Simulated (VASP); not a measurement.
A run of VASP 6.6.1 is set up as follows.

The input INCAR:

```
SYSTEM = W
PREC = Accurate
ENCUT = 600
EDIFF = 1E-7
ISMEAR = -1
SIGMA = 0.08
LREAL = .False.
LASPH = .True.
NELM = 60
ALGO = Normal
ISIF = 3
LWAVE = .False.
LCHARG = .False.
IBRION = 2
NSW = 60
EDIFFG = -0.005
```

The input KPOINTS:

```
Automatic mesh
0
Gamma
  24 24 24
  0 0 0
```

Contents of POSCAR:

```
W
1.0
   -1.5676782863      1.5676782863      1.5676782863
    1.5676782863     -1.5676782863      1.5676782863
    1.5676782863      1.5676782863     -1.5676782863
W
1
Direct
    0.0000000000      0.0000000000      0.0000000000
```

Potentials or basis: VASP PAW LDA potentials, release 64 (W_sv).

Run with:

```bash
$ cat potpaw_LDA.64/W_sv/POTCAR > POTCAR
$ mpirun -np 1 vasp_std > vasp.out
```

Task: What does it give for the relaxed cell?

Result: a = 2.720 Å, b = 2.720 Å, c = 2.720 Å, α = 109.47°, β = 109.47°, γ = 109.47°.

Task: Estimate the space group after relaxing (to 0.05 Å).

Result: Im-3m (No. 229).

Task: What does it give for the band gap on the k mesh?

Result: Zero (band 7 reaches 16.96 eV, above the bottom of band 8 at 10.35 eV).

Task: Predict the relaxed volume.

Result: 15.50 Å³/atom.

Final structure:
```
CELL_PARAMETERS angstrom
-1.57062 1.57062 1.57062
1.57062 -1.57062 1.57062
1.57062 1.57062 -1.57062
ATOMIC_POSITIONS crystal
W 0.00000 0.00000 0.00000
```

Caveat: spin-orbit coupling is left out, which moves the levels of the heavy elements.
